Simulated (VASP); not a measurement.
Runs of VASP 6.6.1 on Bi. The structure is that of space group P6_3/mmc (No. 194), or close to it. The cells are those of the table. This isn't the form of Bi at room conditions, which is rhombohedral.

```csv
cell,k mesh,gap on the mesh (eV),pressure (GPa)
"a = 3.608, b = 3.608, c = 12.206 Å, angles 90.0, 90.0, 120.0°, 4 atoms",11 × 11 × 3,none,0.1
"a = 3.458, b = 3.458, c = 11.697 Å, angles 90.0, 90.0, 120.0°, 4 atoms",11 × 11 × 3,none,(a)
"a = 3.747, b = 3.747, c = 12.676 Å, angles 90.0, 90.0, 120.0°, 4 atoms",11 × 11 × 3,none,-3.5
"a = 3.608, b = 3.608, c = 12.206 Å, angles 90.0, 90.0, 120.0°, 4 atoms",13 × 13 × 4,none,0.1
"a = 3.656, b = 3.656, c = 12.366 Å, angles 90.0, 90.0, 120.0°, 4 atoms",11 × 11 × 3,none,-1.4
```

Alike in all rows: task single point; level BLYP; potentials or basis VASP PAW PBE potentials, release 64 (Bi_d); no spin polarisation; cutoff (eV) 500; smearing fermi-dirac 0.1 eV.

Estimate the missing entries.

(a) 7.2.

Caveats: the PAW data sets were made with another functional, which shifts forces and pressure a little; spin-orbit coupling is left out, which moves the levels of the heavy elements; the cell stands under pressure (at least some runs); the cell stands under tension (at least some runs).

A k mesh can miss the band edges, and the runs leave out spin-orbit coupling on Bi.

A gap of «none» marks levels without a gap at the run's occupations.
